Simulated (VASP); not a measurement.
Write the native input for VASP 6.6.1 that does the following.

* Task: single point
* Functional: HSE06
* Potentials or basis: VASP PAW PBE potentials, release 64 (Cd, Se)
* Cutoff: 520 eV
* k mesh: 6 × 6 × 4
* Occupations: fermi-dirac, width 0.02 eV
* Spin: no spin polarisation
* Dipole correction: no
* Grid for exact exchange (PRECFOCK): Normal
* Further INCAR settings: ALGO = Normal; EDIFF = 1e-06; NBANDS = 26
* Share of exact exchange: 0.25
* Screening parameter: 0.2079 1/Å

The system is CdSe.

```
Cd Se
1.0
     4.01935    0.00000    0.00000
    -2.00968    3.48086    0.00000
     0.00000    0.00000    6.43034
Cd Se
2 2
Direct
  0.00000 0.00000 0.00000
  0.00000 0.00000 0.50000
  0.33333 0.66667 0.25000
  0.66667 0.33333 0.75000
```

This cell differs from its parent crystal: uniaxial z strain -3.4%.

The input as run:

POSCAR

```
CdSe
1.0
    4.0193504367      0.0000000000      0.0000000000
   -2.0096752184      3.4808595849      0.0000000000
    0.0000000000      0.0000000000      6.4303353645
Cd Se
2 2
Direct
    0.0000000000      0.0000000000      0.0000000000
    0.0000000000      0.0000000000      0.5000000000
    0.3333333333      0.6666666667      0.2500000000
    0.6666666667      0.3333333333      0.7500000000
```

INCAR.step1

```
SYSTEM = CdSe
ALGO = Normal
EDIFF = 1E-5
ENCUT = 520
GGA = PE
ISIF = 2
ISMEAR = -1
KPAR = 4
LASPH = .True.
LCHARG = .False.
LREAL = .False.
LWAVE = .True.
NBANDS = 26
NELM = 100
PREC = Accurate
SIGMA = 0.02
```

INCAR.step2

```
SYSTEM = CdSe
ALGO = Normal
EDIFF = 1E-6
ENCUT = 520
GGA = PE
HFSCREEN = 0.2079
ISIF = 2
ISMEAR = -1
ISTART = 1
KPAR = 4
LASPH = .True.
LCHARG = .False.
LHFCALC = .True.
LREAL = .False.
LWAVE = .False.
NBANDS = 26
NELM = 100
PREC = Accurate
PRECFOCK = Normal
SIGMA = 0.02
```

KPOINTS

```
k-points
0
Gamma
  6 6 4
  0 0 0
```

Potentials or basis: VASP PAW PBE potentials, release 64 (Cd, Se).

Run with:

```console
$ cat potpaw_PBE.64/Cd/POTCAR potpaw_PBE.64/Se/POTCAR > POTCAR
$ cp INCAR.step1 INCAR
$ mpirun -np 4 vasp_std > vasp.out
$ cp INCAR.step2 INCAR
$ mpirun -np 4 vasp_std > vasp.out
```

Results of the run:

```json
{
 "Pressure": "3.0 GPa",
 "Band gap on the k mesh": "0.97 eV (least direct gap 1.06 eV)"
}
```

Caveat: the cell differs from its parent crystal (uniaxial z strain -3.4%); the cell stands under pressure; the PAW data sets were made with another functional, which shifts forces and pressure a little.

Wall time 48 min on 4 MPI ranks on Intel(R) Xeon(R) Platinum 8488C (Sapphire Rapids), on a shared host, peak memory 0.37 GiB a rank.
